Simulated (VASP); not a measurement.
# BeTe (rs.b) (F-43m) in VASP: a series of runs

BeTe (rs.b) is run at these levels: r2SCAN; tasks: single point, relaxation of cell and atoms.

Program: VASP 6.6.1. These are calculated values, not measurements. Logs are shortened: lines on timing, memory, paths and dates and some standing lists are left out, and cuts for length are marked.

### Step 1. The cell of the first run

Symmetry: F-43m, No. 216, cubic system. Conventional cell: a = 5.620 Å, b = 5.620 Å, c = 5.620 Å, α = 90.00°, β = 90.00°, γ = 90.00°. Within 3.2 Å of Be (site symmetry -43m) lie 4 Te at 2.43 Å. Te (site symmetry -43m) has 4 Be at 2.43 Å within 3.2 Å.

### Step 2. Single point, r2SCAN

Contents of POSCAR:

```
BeTe
1.0
    0.0000000000      2.8100000000      2.8100000000
    2.8100000000      0.0000000000      2.8100000000
    2.8100000000      2.8100000000      0.0000000000
Be Te
1 1
Direct
    0.0000000000      0.0000000000      0.0000000000
    0.2500000000      0.2500000000      0.2500000000
```

Contents of INCAR.step1:

```
SYSTEM = BeTe
  PREC = Accurate
  ENCUT = 660
  ISMEAR = 0
  SIGMA = 0.1
  LREAL = .FALSE.
  LASPH = .TRUE.
  NELM = 120
  NBANDS = 11
  GGA = PE
  ALGO = Normal
  EDIFF = 1E-5
  LWAVE = .TRUE.
  LCHARG = .FALSE.
  GGA_COMPAT = .FALSE.
```

Contents of INCAR.step2:

```
SYSTEM = BeTe
  PREC = Accurate
  ENCUT = 660
  EDIFF = 1E-6
  ISMEAR = 0
  SIGMA = 0.1
  LREAL = .FALSE.
  LASPH = .TRUE.
  NELM = 120
  ALGO = Normal
  ISIF = 2
  LWAVE = .FALSE.
  LCHARG = .FALSE.
  METAGGA = R2SCAN
  LMIXTAU = .TRUE.
  NBANDS = 11
  ISTART = 1
  GGA_COMPAT = .FALSE.
```

Contents of KPOINTS:

```
regular mesh
0
G
  6 6 6
  0 0 0
```

Potentials or basis: VASP PAW PBE potentials, release 64 (Be, Te).

Started as:

```
> cat potpaw_PBE.64/Be/POTCAR potpaw_PBE.64/Te/POTCAR > POTCAR
> cp INCAR.step1 INCAR
> mpirun -np 1 vasp_std > vasp.out
> cp INCAR.step2 INCAR
> mpirun -np 1 vasp_std > vasp.out
```

OUTCAR:

```text
SYSTEM = BeTe
   PREC = Accurate
   ENCUT = 660
   EDIFF = 1E-6
   ISMEAR = 0
   LREAL = .FALSE.
   LASPH = .TRUE.
   NELM = 120
   ISIF = 2
   METAGGA = R2SCAN
   ISTART = 1

 ion  position               nearest neighbor table
   1  0.000  0.000  0.000-   2 2.43   2 2.43   2 2.43   2 2.43
   2  0.250  0.250  0.250-   1 2.43   1 2.43   1 2.43   1 2.43

  LATTYP: Found a face centered cubic cell.
 ALAT       =     5.6200000000

  Lattice vectors:

 A1 = (   0.0000000000,   2.8100000000,   2.8100000000)
 A2 = (   2.8100000000,   0.0000000000,   2.8100000000)
 A3 = (   2.8100000000,   2.8100000000,   0.0000000000)

Analysis of symmetry for initial positions (statically):
=====================================================================
 Subroutine PRICEL returns:
 Original cell was already a primitive cell.

 Routine SETGRP: Setting up the symmetry group for a
 face centered cubic supercell.

 Subroutine GETGRP returns: Found 24 space group operations
 (whereof 24 operations were pure point group operations)
 out of a pool of 48 trial point group operations.

The static configuration has the point symmetry T_d .

Analysis of symmetry for dynamics (positions and initial velocities):
=====================================================================
 Subroutine PRICEL returns:
 Original cell was already a primitive cell.

 Routine SETGRP: Setting up the symmetry group for a
 face centered cubic supercell.

 Subroutine GETGRP returns: Found 24 space group operations
 (whereof 24 operations were pure point group operations)
 out of a pool of 48 trial point group operations.

The dynamic configuration has the point symmetry T_d .

 Subroutine INISYM returns: Found 24 space group operations
 (whereof 24 operations are pure point group operations),
 and found     1 'primitive' translations

----------------------------------------------------------------------------------------

                                     Primitive cell

  volume of cell :      44.3761

  direct lattice vectors                    reciprocal lattice vectors
     0.000000000  2.810000000  2.810000000    -0.177935943  0.177935943  0.177935943
     2.810000000  0.000000000  2.810000000     0.177935943 -0.177935943  0.177935943
     2.810000000  2.810000000  0.000000000     0.177935943  0.177935943 -0.177935943

  length of vectors
     3.973940110  3.973940110  3.973940110     0.308194094  0.308194094  0.308194094

  position of ions in fractional coordinates (direct lattice)
     0.000000000  0.000000000  0.000000000
     0.250000000  0.250000000  0.250000000

  ion indices of the primitive-cell ions
   primitive index   ion index
                 1           1
                 2           2

----------------------------------------------------------------------------------------

 KPOINTS: regular mesh

Automatic generation of k-mesh.
 Grid dimensions read from file:
 generate k-points for:    6    6    6

 Generating k-lattice:

  Cartesian coordinates                     Fractional coordinates (reciprocal lattice)
    -0.029655991  0.029655991  0.029655991     0.166666667  0.000000000  0.000000000
     0.029655991 -0.029655991  0.029655991     0.000000000  0.166666667  0.000000000
     0.029655991  0.029655991 -0.029655991     0.000000000  0.000000000  0.166666667

  Length of vectors
     0.051365682  0.051365682  0.051365682

  Shift w.r.t. Gamma in fractional coordinates (k-lattice)
     0.000000000  0.000000000  0.000000000

 Subroutine IBZKPT returns following result:
 ===========================================

 Found     16 irreducible k-points:

 Following reciprocal coordinates:
            Coordinates               Weight
  0.000000  0.000000  0.000000      1.000000
  0.166667  0.000000  0.000000      8.000000
  0.333333  0.000000  0.000000      8.000000
  0.500000  0.000000  0.000000      4.000000
  0.166667  0.166667  0.000000      6.000000
  0.333333  0.166667  0.000000     24.000000
[... 8 lines left out ...]
 -0.333333  0.333333  0.166667     24.000000
 -0.333333  0.500000  0.166667     12.000000
   k-points           NKPTS =     16   k-points in BZ     NKDIM =     16   number of bands    NBANDS=     11
   number of dos      NEDOS =    301   number of ions     NIONS =      2
   total plane-waves  NPLWV =  46656
   dimension x,y,z NGX =    36 NGY =   36 NGZ =   36
   dimension x,y,z NGXF=    72 NGYF=   72 NGZF=   72
   ions per type =               1   1
   NGX,Y,Z   is equivalent  to a cutoff of  15.06, 15.06, 15.06 a.u.
   NGXF,Y,Z  is equivalent  to a cutoff of  30.12, 30.12, 30.12 a.u.
 SYSTEM =  BeTe
   PREC   = accura    normal or accurate (medium, high low for compatibility)
   ISTART =      1    job   : 0-new  1-cont  2-samecut
   ICHARG =      0    charge: 1-file 2-atom 10-const
   ISPIN  =      1    spin polarized calculation?
   LNONCOLLINEAR =      F non collinear calculations
   LSORBIT =      F    spin-orbit coupling
[... 62 lines left out ...]
      2       5.0122      2.00000
      3       5.0122      2.00000
      4       5.0122      2.00000
      5       9.0212      0.00000
      6       9.0212      0.00000
      7       9.0212      0.00000
      8       9.5740      0.00000
      9      14.0627      0.00000
     10      15.7706      0.00000
     11      15.7706      0.00000

 k-point     2 :       0.1667    0.0000    0.0000
  band No.  band energies     occupation
      1      -7.5411      2.00000
      2       2.9687      2.00000
      3       4.6203      2.00000
      4       4.6203      2.00000
      5       8.9850      0.00000
      6       9.5913      0.00000
      7       9.5913      0.00000
      8      11.4719      0.00000
      9      14.6341      0.00000
     10      14.6341      0.00000
     11      14.7320      0.00000

 k-point     3 :       0.3333    0.0000    0.0000
  band No.  band energies     occupation
      1      -6.8406      2.00000
      2       0.3677      2.00000
      3       4.0531      2.00000
      4       4.0531      2.00000
      5       8.6970      0.00000
      6      10.0630      0.00000
      7      10.0630      0.00000
      8      13.4885      0.00000
      9      15.1638      0.00000
     10      15.2242      0.00000
     11      15.2242      0.00000

 k-point     4 :       0.5000    0.0000    0.0000
  band No.  band energies     occupation
      1      -6.3602      2.00000
      2      -0.7952      2.00000
      3       3.8286      2.00000
      4       3.8286      2.00000
      5       8.5823      0.00000
      6      10.0229      0.00000
      7      10.0229      0.00000
      8      13.4832      0.00000
      9      16.8204      0.00000
     10      17.3214      0.00000
     11      17.3214      0.00000

 k-point     5 :       0.1667    0.1667    0.0000
  band No.  band energies     occupation
      1      -7.4473      2.00000
      2       3.2984      2.00000
      3       3.9610      2.00000
      4       3.9610      2.00000
      5       8.4150      0.00000
      6      10.6482      0.00000
      7      10.6482      0.00000
      8      10.6550      0.00000
      9      13.5023      0.00000
     10      15.4200      0.00000
     11      16.2318      0.00000
[... 99 lines left out ...]
 k-point    13 :       0.5000    0.5000    0.0000
  band No.  band energies     occupation
      1      -5.8176      2.00000
      2      -0.3671      2.00000
      3       2.2404      2.00000
      4       2.2404      2.00000
      5       7.3313      0.00000
      6       7.9924      0.00000
      7      15.6244      0.00000
      8      15.6244      0.00000
      9      17.5780      0.00000
     10      19.1041      0.00000
     11      19.2576      0.00000

 k-point    14 :       0.5000    0.3333    0.1667
  band No.  band energies     occupation
      1      -6.3067      2.00000
      2       0.4260      2.00000
      3       1.8245      2.00000
      4       2.9459      2.00000
      5       9.3974      0.00000
      6      10.4208      0.00000
      7      10.7825      0.00000
      8      13.4092      0.00000
      9      15.8424      0.00000
     10      16.2057      0.00000
     11      18.7041      0.00000

 k-point    15 :      -0.3333    0.3333    0.1667
  band No.  band energies     occupation
      1      -5.9470      2.00000
      2      -0.0717      2.00000
      3       1.3727      2.00000
      4       2.5036      2.00000
      5       9.9321      0.00000
      6      10.2054      0.00000
      7      12.5825      0.00000
      8      12.8067      0.00000
      9      14.3449      0.00000
     10      17.7384      0.00000
     11      18.5999      0.00000

 k-point    16 :      -0.3333    0.5000    0.1667
  band No.  band energies     occupation
      1      -5.7904      2.00000
      2      -0.0181      2.00000
      3       1.4719      2.00000
      4       1.7991      2.00000
      5       9.1436      0.00000
      6       9.6916      0.00000
      7      13.0380      0.00000
      8      13.2626      0.00000
      9      16.7653      0.00000
     10      17.7745      0.00000
     11      18.7172      0.00000

------------------------ aborting loop because EDIFF is reached ----------------------------------------

  FORCE on cell =-STRESS in cart. coord.  units (eV):
  Direction    XX          YY          ZZ          XY          YZ          ZX
  --------------------------------------------------------------------------------------
  -------------------------------------------------------------------------------------
  Total        0.4026773      0.4026773      0.4026773     -0.0000000     -0.0000000     -0.0000000
  in kB       14.5384724     14.5384724     14.5384724     -0.0000000     -0.0000000     -0.0000000
  external PRESSURE =      14.5384724 kB  Pullay stress =       0.0000000 kB

 VOLUME and BASIS-vectors are now :
 -----------------------------------------------------------------------------
  energy-cutoff  :      660.00
  volume of cell :       44.38
      direct lattice vectors                 reciprocal lattice vectors
     0.000000000  2.810000000  2.810000000    -0.177935943  0.177935943  0.177935943
     2.810000000  0.000000000  2.810000000     0.177935943 -0.177935943  0.177935943
     2.810000000  2.810000000  0.000000000     0.177935943  0.177935943 -0.177935943

 POSITION                                       TOTAL-FORCE (eV/Angst)
 -----------------------------------------------------------------------------------
      0.00000      0.00000      0.00000        -0.000000     -0.000000     -0.000000
      1.40500      1.40500      1.40500         0.000000      0.000000      0.000000
 -----------------------------------------------------------------------------------
    total drift:                                0.000000      0.000000      0.000000

  FREE ENERGIE OF THE ION-ELECTRON SYSTEM (eV)
  ---------------------------------------------------
  free  energy   TOTEN  =       -30.6760779777 eV

  energy  without entropy=      -30.6760779777  energy(sigma->0) =      -30.67607798
```

Run time: 18 s. Hardware: 1 thread of Intel Xeon 6975P-C (Granite Rapids), shared host; peak memory 0.21 GiB.

What came out:

```
Free energy            : -30.6761 eV
Pressure               : 1.5 GPa
Band gap on the k mesh : 2.32 eV, indirect (least direct gap 4.01 eV)
```

Caveat: the PAW data sets were made with another functional, which shifts forces and pressure a little; spin-orbit coupling is left out, which moves the levels of the heavy elements. A k mesh can miss the band edges.

### Step 3. Single point, r2SCAN

This run uses another cell than the first one, of 22.64 Å³/atom, 1.020 times its volume.

Contents of POSCAR:

```
BeTe
1.0
    0.0000000000      2.8287694914      2.8287694914
    2.8287694914      0.0000000000      2.8287694914
    2.8287694914      2.8287694914      0.0000000000
Be Te
1 1
Direct
    0.0000000000      0.0000000000      0.0000000000
    0.2500000000      0.2500000000      0.2500000000
```

Contents of INCAR.step1:

```
PREC = Accurate
ENCUT = 660
ISMEAR = 0
SIGMA = 0.02
LREAL = False
LASPH = True
NELM = 120
NBANDS = 11
GGA = PE
ALGO = Normal
EDIFF = 1E-5
LWAVE = True
LCHARG = False
GGA_COMPAT = False
```

Contents of INCAR.step2:

```
PREC = Accurate
ENCUT = 660
EDIFF = 1E-6
ISMEAR = 0
SIGMA = 0.02
LREAL = False
LASPH = True
NELM = 120
ALGO = Normal
ISIF = 2
LWAVE = False
LCHARG = True
METAGGA = R2SCAN
LMIXTAU = True
LELF = True
LVHAR = True
NBANDS = 11
ISTART = 1
GGA_COMPAT = False
```

Contents of KPOINTS:

```
regular mesh
0
Gamma
  8 8 8
```

Potentials or basis: VASP PAW PBE potentials, release 64 (Be, Te).

Started as:

```
> cat potpaw_PBE.64/Be/POTCAR potpaw_PBE.64/Te/POTCAR > POTCAR
> cp INCAR.step1 INCAR
> mpirun -np 1 vasp_std > vasp.out
> cp INCAR.step2 INCAR
> mpirun -np 1 vasp_std > vasp.out
```

It took 28 s on 1 thread of Intel Xeon 6975P-C (Granite Rapids), shared host; peak memory 0.22 GiB.

Results (log left out):

| Item | Value |
| --- | --- |
| Free energy | -30.6857 eV |
| Pressure | 0.2 GPa |
| Band gap on the k mesh | 2.37 eV, indirect (least direct gap 4.03 eV) |

Levels at points of the mesh, in eV from the valence-band top:
```csv
k point,band 2,band 3,band 4,band 5,band 6,band 7
"(0.00, 0.00, 0.00)",0.00,0.00,0.00,4.03,4.03,4.03
"(0.50, 0.00, 0.00)",-5.67,-1.15,-1.15,3.51,5.02,5.02
"(0.50, 0.50, 0.00)",-5.27,-2.69,-2.69,2.37,3.01,10.48
```

Caveat: the PAW data sets were made with another functional, which shifts forces and pressure a little; spin-orbit coupling is left out, which moves the levels of the heavy elements.

### Step 4. Single point, r2SCAN

This run uses another cell than the first one, of 22.64 Å³/atom, 1.020 times its volume.

POSCAR is that of step 3.

Contents of INCAR.step1:

```
SYSTEM = BeTe
PREC = Accurate ; ENCUT = 660
ISMEAR = 0 ; SIGMA = 0.02
LREAL = .False. ; LASPH = .True.
NELM = 120 ; NBANDS = 11
GGA = PE ; ALGO = Normal
EDIFF = 1E-5 ; LWAVE = .True.
LCHARG = .False. ; GGA_COMPAT = .False.
```

Contents of INCAR.step2:

```
SYSTEM = BeTe
PREC = Accurate ; ENCUT = 660
EDIFF = 1E-6 ; ISMEAR = 0
SIGMA = 0.02 ; LREAL = .False.
LASPH = .True. ; NELM = 120
ALGO = Normal ; ISIF = 2
LWAVE = .False. ; LCHARG = .True.
METAGGA = R2SCAN ; LMIXTAU = .True.
LELF = .True. ; LVHAR = .True.
NBANDS = 11 ; ISTART = 1
GGA_COMPAT = .False.
```

Contents of KPOINTS:

```
regular mesh
0
Gamma
  8 8 8
  0 0 0
```

Started as:

```
> cat potpaw_PBE.64/Be/POTCAR potpaw_PBE.64/Te/POTCAR > POTCAR
> cp INCAR.step1 INCAR
> mpirun -np 1 vasp_std > vasp.out
> cp INCAR.step2 INCAR
> mpirun -np 1 vasp_std > vasp.out
```

It took 28 s on 1 thread of Intel Xeon 6975P-C (Granite Rapids), shared host; peak memory 0.22 GiB.

It converged, with:

```
Free energy            : -30.6857 eV
Pressure               : 0.2 GPa
Band gap on the k mesh : 2.37 eV, indirect (least direct gap 4.03 eV)
```

Levels at points of the mesh, in eV from the valence-band top:
| k point | band 1 | band 2 | band 3 | band 4 | band 5 | band 6 | band 7 | band 8 | band 9 |
| --- | --- | --- | --- | --- | --- | --- | --- | --- | --- |
| (0.00, 0.00, 0.00) | -12.69 | 0.00 | 0.00 | 0.00 | 4.03 | 4.03 | 4.03 | 4.40 | 9.01 |
| (0.50, 0.00, 0.00) | -11.29 | -5.67 | -1.15 | -1.15 | 3.51 | 5.02 | 5.02 | 8.47 | 11.71 |
| (0.50, 0.50, 0.00) | -10.77 | -5.27 | -2.69 | -2.69 | 2.37 | 3.01 | 10.48 | 10.48 | 12.44 |

Caveat: the PAW data sets were made with another functional, which shifts forces and pressure a little; spin-orbit coupling is left out, which moves the levels of the heavy elements.

### Step 5. Relaxation of cell and atoms, r2SCAN

Contents of POSCAR:

```
BeTe
1.0
    0.0000000000      2.8100000000      2.8100000000
    2.8100000000      0.0000000000      2.8100000000
    2.8100000000      2.8100000000      0.0000000000
Be Te
1 1
Direct
    0.0000000000      0.0000000000      0.0000000000
    0.2500000000      0.2500000000      0.2500000000
```

Contents of INCAR.step1:

```
PREC = Accurate
ENCUT = 660
ISMEAR = 0
SIGMA = 0.02
LREAL = False
LASPH = True
NELM = 120
GGA = PE
ALGO = Normal
EDIFF = 1E-5
LWAVE = True
LCHARG = False
GGA_COMPAT = False
IBRION = 2
ISIF = 3
EDIFFG = -0.005
NELMIN = 4
NSW = 100
```

Contents of INCAR.step2:

```
PREC = Accurate
ENCUT = 660
EDIFF = 1E-7
ISMEAR = 0
SIGMA = 0.02
LREAL = False
LASPH = True
NELM = 120
ALGO = Normal
ISIF = 3
LWAVE = False
LCHARG = False
METAGGA = R2SCAN
LMIXTAU = True
IBRION = 2
NSW = 100
EDIFFG = -0.002
ISTART = 1
GGA_COMPAT = False
NELMIN = 4
```

Contents of KPOINTS:

```
regular mesh
0
Gamma
  8 8 8
```

Started as:

```
> cat potpaw_PBE.64/Be/POTCAR potpaw_PBE.64/Te/POTCAR > POTCAR
> cp INCAR.step1 INCAR
> mpirun -np 1 vasp_std > vasp.out
> cp INCAR.step2 INCAR
> mpirun -np 1 vasp_std > vasp.out
```

Wall time 78 s (1 thread of Intel Xeon 6975P-C (Granite Rapids), shared host); peak memory 0.23 GiB.

The run converged. Its results:

```yaml
Free_energy: -30.6857 eV
Relaxed_volume: 22.70 Å³/atom
Relaxed_cell: a = 4.004 Å, b = 4.004 Å, c = 4.004 Å, α = 60.00°, β = 60.00°, γ = 60.00°
Space_group_after_relaxing_to_0.05_Å: F-43m (No. 216)
Energy_gained_by_relaxing: 2.2 meV/atom
Ionic_steps: 3
Pressure_after_relaxing: 0.0 GPa
Band_gap_on_the_k_mesh: 2.38 eV, indirect (least direct gap 4.03 eV)
```

Step by step:
```tsv
step	energy change (eV)	largest force (eV/Å)	pressure (GPa)	volume (Å³)
1	0.0000	0.0000	1.42	44.38
2	-0.0041	0.0000	-0.33	45.65
3	-0.0044	0.0000	0.00	45.39
```

Final structure:
```yaml
crystal:
  lattice:
    - [0.00000, 2.83128, 2.83128]
    - [2.83128, 0.00000, 2.83128]
    - [2.83128, 2.83128, 0.00000]
  atoms:
    - { symbol: Be, position: [0.00000, 0.00000, 0.00000] }
    - { symbol: Te, position: [0.25000, 0.25000, 0.25000] }
```

Levels at points of the mesh, in eV from the valence-band top:
```tsv
k point	band 1	band 2	band 3	band 4	band 5	band 6	band 7	band 8
(0.00, 0.00, 0.00)	-12.68	0.00	0.00	0.00	4.03	4.03	4.03	4.38
(0.50, 0.00, 0.00)	-11.28	-5.66	-1.14	-1.14	3.51	5.02	5.02	8.47
(0.50, 0.50, 0.00)	-10.76	-5.25	-2.68	-2.68	2.38	3.01	10.46	10.46
```

Caveat: the PAW data sets were made with another functional, which shifts forces and pressure a little; spin-orbit coupling is left out, which moves the levels of the heavy elements.

### Step 6. Overview

| task | cell | k mesh | smearing | gap on the mesh (eV) | pressure (GPa) |
| --- | --- | --- | --- | --- | --- |
| single point | a = 3.974 Å, angles 60.0°, 2 atoms | 6 × 6 × 6 | gaussian 0.1 eV | 2.32 | 1.5 |
| single point | a = 4.000 Å, angles 60.0°, 2 atoms | 8 × 8 × 8 | gaussian 0.02 eV | 2.37 | 0.2 |
| relaxation of cell and atoms | relaxed from a = 3.974 Å, angles 60.0°, 2 atoms | 8 × 8 × 8 | gaussian 0.02 eV | 2.38 | 0.0 |

Alike in all rows: level r2SCAN; potentials or basis VASP PAW PBE potentials, release 64 (Be, Te); no spin polarisation; cutoff (eV) 660.

Caveats: the PAW data sets were made with another functional, which shifts forces and pressure a little; spin-orbit coupling is left out, which moves the levels of the heavy elements.

Total energies depend on the potentials used, so only differences within one code and one set of settings carry meaning.
